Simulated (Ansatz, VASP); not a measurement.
# One calculation of Ta, two programs

```xyz
1
Lattice="-1.6266 1.6266 1.6266 1.6266 -1.6266 1.6266 1.6266 1.6266 -1.6266" Properties=species:S:1:pos:R:3 pbc="T T T"
Ta    0.0000    0.0000    0.0000
```

Change from the starting cell: volume scaled by 1, PAW files.

Alike in both runs: task single point; functional LDA; k mesh 18 × 18 × 18; occupations fermi-dirac, width 0.08 eV; no spin polarisation.

|  | VASP | Ansatz |
| --- | --- | --- |
| version | VASP 6.6.1 | Ansatz 0.2.0 |
| potentials or method | VASP PAW LDA potentials, release 64 (Ta_pv) | PAW with Ansatz's default frozen-core files, scalar-relativistic |
| plane-wave cutoff (eV) | 520 | 420 |
| valence electrons in the cell | 11 | 13 |

VASP gave:

| Item | Value |
| --- | --- |
| pressure (GPa) | 0.9 |

Q: Which values does Ansatz return?

A: Pressure (GPa): 0.0.

LDA's correlation is that of Perdew and Zunger in VASP and of Perdew and Wang (1992) in Ansatz. VASP's potentials hold 11 valence electrons a cell and Ansatz's 13, so a difference there can come from the potentials and not from the codes.

Spin-orbit coupling is off throughout.
